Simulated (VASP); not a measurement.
Bi:

```
Bi
1.0
     3.55798    0.00000    0.00000
    -1.77899    3.08130    0.00000
     0.00000    0.00000    5.81019
Bi
2
Cartesian
  0.0000 2.0542 1.4525
  1.7790 1.0271 4.3576
```

| Property | Result |
| --- | --- |
| Program | VASP 6.6.1 |
| Task | relaxation of cell and atoms |
| Functional | LDA |
| Potentials or basis | VASP PAW LDA potentials, release 64 (Bi_d) |
| Cutoff | 600 eV |
| k mesh | 10 × 10 × 6 |
| Occupations | fermi-dirac, width 0.1 eV |
| Spin | no spin polarisation |

At the start: pressure -4.2 GPa; volume 31.85 Å³/atom.

Problem. How do energy, volume and symmetry change on relaxing?

Solution. Over 3 steps the energy falls by 34.2 meV/atom and the volume is 29.46 Å³/atom (-7.5 %); space group P6_3/mmc (No. 194, to 0.05 Å).

The path:
| step | energy change (eV) | largest force (eV/Å) | pressure (GPa) | volume (Å³) |
| --- | --- | --- | --- | --- |
| 1 | 0.0000 | 0.0000 | -4.23 | 63.70 |
| 2 | -0.0421 | 0.0000 | 3.32 | 56.25 |
| 3 | -0.0683 | 0.0000 | -0.03 | 58.92 |

Final structure:
```cif
data_structure
_symmetry_space_group_name_H-M 'P 1'
_symmetry_Int_Tables_number 1
_cell_length_a 3.4630
_cell_length_b 3.4630
_cell_length_c 5.6728
_cell_angle_alpha 90.000
_cell_angle_beta 90.000
_cell_angle_gamma 120.000
_cell_volume 58.92
loop_
_atom_site_label
_atom_site_type_symbol
_atom_site_fract_x
_atom_site_fract_y
_atom_site_fract_z
_atom_site_occupancy
Bi1 Bi 0.33333 0.66667 0.25000 1
Bi2 Bi 0.66667 0.33333 0.75000 1
```
